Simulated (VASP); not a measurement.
Input of a VASP 6.6.1 run:

INCAR

```
PREC     = Accurate       # precision mode
ENCUT    = 520            # plane-wave cutoff, eV
EDIFF    = 1E-6           # SCF threshold, eV
ISMEAR   = 0              # smearing method
SIGMA    = 0.15           # smearing width, eV
LREAL    = F              # projectors in reciprocal space
LASPH    = T              # aspherical terms in the spheres
NELM     = 100            # most SCF steps
ALGO     = Fast           # electronic algorithm
ISIF     = 2              # what is computed and relaxed
LWAVE    = F              # write WAVECAR
LCHARG   = T              # write CHGCAR
GGA      = PS             # functional
LELF     = T              # ELF
LVHAR    = T            
NBANDS   = 30             # bands
```

File KPOINTS:

```
regular mesh
0
Gamma
  12 12 4
```

File POSCAR:

```
La
1.0
    3.6247000000      0.0000000000      0.0000000000
   -1.8123500000      3.1390822811      0.0000000000
    0.0000000000      0.0000000000     12.5540000000
La
4
Direct
    0.0000000000      0.0000000000      0.0000000000
    0.0000000000      0.0000000000      0.5000000000
    0.3333333333      0.6666666667      0.2500000000
    0.6666666667      0.3333333333      0.7500000000
```

Potentials or basis: VASP PAW PBE potentials, release 64 (La).

The run is started by

```bash
$ cat potpaw_PBE.64/La/POTCAR > POTCAR
$ mpirun -np 1 vasp_std > vasp.out
```

(1) Estimate the band gap on the k mesh.

(2) Estimate the pressure.

Results:

(1) zero (bands 22 and 23 overlap by 1.19 eV).

(2) -1.0 GPa.

Caveat: the PAW data sets were made with another functional, which shifts forces and pressure a little; spin-orbit coupling is left out, which moves the levels of the heavy elements.
